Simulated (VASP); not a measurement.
A run of VASP 6.6.1 is set up as follows.

Contents of INCAR:

```
SYSTEM = Sc
ALGO     = Fast           ! electronic algorithm
EDIFF    = 1E-7           ! SCF threshold, eV
ENCUT    = 520            ! plane-wave cutoff, eV
GGA      = PE             ! functional
ISIF     = 2              ! what is computed and relaxed
ISMEAR   = 0              ! smearing method
LASPH    = .TRUE.         ! aspherical terms in the spheres
LCHARG   = .FALSE.        ! write CHGCAR
LREAL    = .FALSE.        ! projectors in reciprocal space
LWAVE    = .FALSE.        ! write WAVECAR
NBANDS   = 18             ! bands
NELM     = 100            ! most SCF steps
PREC     = Accurate       ! precision mode
SIGMA    = 0.1            ! smearing width, eV
```

File KPOINTS:

```
k-points
0
G
  14 14 10
  0 0 0
```

File POSCAR:

```
Sc
1.0
    3.3329544219      0.0000000000      0.0000000000
    0.0000000000      3.3329544219      0.0000000000
    0.0000000000      0.0000000000      4.5617024090
Sc
2
Direct
    0.0000000000      0.0000000000      0.0000000000
    0.5000000000      0.5000000000      0.5000000000
```

Potentials or basis: VASP PAW PBE potentials, release 64 (Sc_sv).

Command:

```sh
$ cat potpaw_PBE.64/Sc_sv/POTCAR > POTCAR
$ mpirun -np 1 vasp_std > vasp.out
```

Q: Predict the pressure.

A: -1.3 GPa.

Q: Predict the band gap on the k mesh.

A: Zero (bands 11 and 12 overlap by 0.99 eV).

Stress tensor (GPa, compression positive):
```
-1.61  0.00  0.00
 0.00 -1.61  0.00
 0.00  0.00 -0.75
```

Caveat: the cell differs from its parent crystal (biaxial strain in the a-b plane: +2.0 %).
